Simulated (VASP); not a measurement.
Input of a VASP 6.6.1 run:

The input INCAR:

```
PREC = Accurate
ENCUT = 520
EDIFF = 1E-6
ISMEAR = 0
SIGMA = 0.03
LREAL = False
LASPH = True
NELM = 80
ALGO = Normal
ISIF = 2
LWAVE = False
LCHARG = True
GGA = PE
IVDW = 12
LELF = True
LVHAR = True
NBANDS = 17
```

KPOINTS

```
Automatic mesh
0
Gamma
  10 10 10
```

File POSCAR:

```
PbSe
1.0
    0.0000000000      2.8983975338      3.0670873374
    2.8983975338      0.0000000000      3.0670873374
    2.8983975338      2.8983975338      0.0000000000
Pb Se
1 1
Direct
    0.0000000000      0.0000000000      0.0000000000
    0.5000000000      0.5000000000      0.5000000000
```

Potentials or basis: VASP PAW PBE potentials, release 64 (Pb_d, Se).

The run is started by

```console
$ cat potpaw_PBE.64/Pb_d/POTCAR potpaw_PBE.64/Se/POTCAR > POTCAR
$ mpirun -np 1 vasp_std > vasp.out
```

Question: Predict the pressure.

Answer: 8.0 GPa.

Question: Estimate the dispersion energy per atom.

Answer: -0.411 eV.

Question: What does it give for the band gap on the k mesh?

Answer: 0.23 eV.

Stress tensor (GPa, compression positive):
```
11.46  0.00  0.00
 0.00 11.46  0.00
 0.00  0.00  1.04
```

Caveat: the cell stands under pressure; spin-orbit coupling is left out, which moves the levels of the heavy elements. A k mesh can miss the band edges.
